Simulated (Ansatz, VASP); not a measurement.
# One calculation of NaCl, two programs

INCAR

```
SYSTEM = NaCl
PREC = Accurate ; ENCUT = 520
EDIFF = 1E-6 ; ISMEAR = 0
SIGMA = 0.019000000000000003 ; LREAL = .False.
LASPH = .True. ; NELM = 60
ALGO = Normal ; ISIF = 2
LWAVE = .False. ; LCHARG = .False.
GGA = PE ; NBANDS = 14
```

File KPOINTS:

```
regular mesh
0
Gamma
  8 8 8
  0 0 0
```

Contents of POSCAR:

```
NaCl
1.0
    0.0000000000      2.7940632177      2.7940632177
    2.7940632177      0.0000000000      2.7940632177
    2.7940632177      2.7940632177      0.0000000000
Cl Na
1 1
Direct
    0.5000000000      0.5000000000      0.5000000000
    0.0000000000      0.0000000000      0.0000000000
```

File input.yaml:

```yaml
crystal:
  lattice:
    - [0.0, 2.7940632177, 2.7940632177]
    - [2.7940632177, 0.0, 2.7940632177]
    - [2.7940632177, 2.7940632177, 0.0]
  atoms:
    - { symbol: Cl, position: [0.5, 0.5, 0.5] }
    - { symbol: Na, position: [0.0, 0.0, 0.0] }
hamiltonian:
  xc: pbe
  pseudopotentials: { kind: paw }
kpoints:
  mp_grid: { grid: [8, 8, 8] }
scf:
  occupations: { method: gaussian, width: 0.019 }
output:
  forces: true
  stress: true
  eigenvalues: true
```

Alike in both runs: task single point; functional PBE; k mesh 8 × 8 × 8; occupations gaussian, width 0.019 eV; no spin polarisation.

|  | VASP | Ansatz |
| --- | --- | --- |
| version | VASP 6.6.1 | Ansatz 0.2.0 |
| potentials or method | VASP PAW PBE potentials, release 64 (Cl, Na_pv) | Ansatz PAW |
| plane-wave cutoff (eV) | 520 | 420 |
| valence electrons in the cell | 14 | 16 |

```csv
,VASP,Ansatz,Ansatz less VASP
gap on the k mesh at the Fermi level (eV),5.22,5.22,0.000
least direct gap on the mesh (eV),5.22,5.22,0.000
pressure (GPa),1.5,1.5,+0.02
```

With one functional, cell and mesh, what is left measures potentials, basis and numerics. VASP's potentials hold 14 valence electrons a cell and Ansatz's 16, so a difference there can come from the potentials and not from the codes.
